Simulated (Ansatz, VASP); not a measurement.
**Cu in VASP and in Ansatz**

The input INCAR:

```
SYSTEM = Cu
ALGO = Normal
EDIFF = 1E-8
ENCUT = 520
GGA = PS
ISIF = 2
ISMEAR = -1
LASPH = .True.
LCHARG = .False.
LEFG = .True.
LREAL = .False.
LWAVE = .False.
NBANDS = 12
NELM = 100
PREC = Accurate
SIGMA = 0.03
```

The input KPOINTS:

```
k-points
0
Gamma
  17 17 17
  0 0 0
```

File POSCAR:

```
Cu
1.0
    0.0000000000      1.7713500000      1.8075000000
    1.7713500000      0.0000000000      1.8075000000
    1.7713500000      1.7713500000      0.0000000000
Cu
1
Direct
    0.0000000000      0.0000000000      0.0000000000
```

Input for Ansatz:

```yaml
crystal:
  lattice:
    - [0.0, 1.77135, 1.8075]
    - [1.77135, 0.0, 1.8075]
    - [1.77135, 1.77135, 0.0]
  atoms:
    - { symbol: Cu, position: [0.0, 0.0, 0.0] }
kpoints:
  mp_grid: { grid: [17, 17, 17] }
scf:
  occupations: { method: fermi_dirac, width: 0.03 }
hamiltonian:
  xc: pbesol
  pseudopotentials: { kind: paw }
output:
  forces: true
  stress: true
  eigenvalues: true
  efg: { contact_densities: true }
  write_density: true
  write_potential: true
  elf: true
  volumetric_format: npy
```

Change from the starting cell: equal xx and yy strain of -2 %, PAW files.

Alike in both runs: task electric field gradients; functional PBEsol; k mesh 17 × 17 × 17; occupations fermi-dirac, width 0.03 eV; no spin polarisation.

|  | VASP | Ansatz |
| --- | --- | --- |
| version | VASP 6.6.1 | Ansatz 0.2.0 |
| potentials or method | VASP PAW PBE potentials, release 64 (Cu) | PAW with Ansatz's default frozen-core files, scalar-relativistic |
| plane-wave cutoff (eV) | 520 | 420 |
| valence electrons in the cell | 11 | 19 |

|  | VASP | Ansatz | Ansatz less VASP |
| --- | --- | --- | --- |
| pressure (GPa) | 0.1 | -0.6 | -0.68 |
| traceless stress, the component that is largest in VASP (GPa) | -1.10 | -1.11 | -0.015 |
| size of Vzz on the site where it differs most (V/Å²) | 1.5 | 0.9 | -0.51 |

VASP's potentials were made for PBE, not for PBEsol. With one functional, cell and mesh, what is left measures potentials, basis and numerics. VASP's potentials hold 11 valence electrons a cell and Ansatz's 19, so a difference there can come from the potentials and not from the codes.
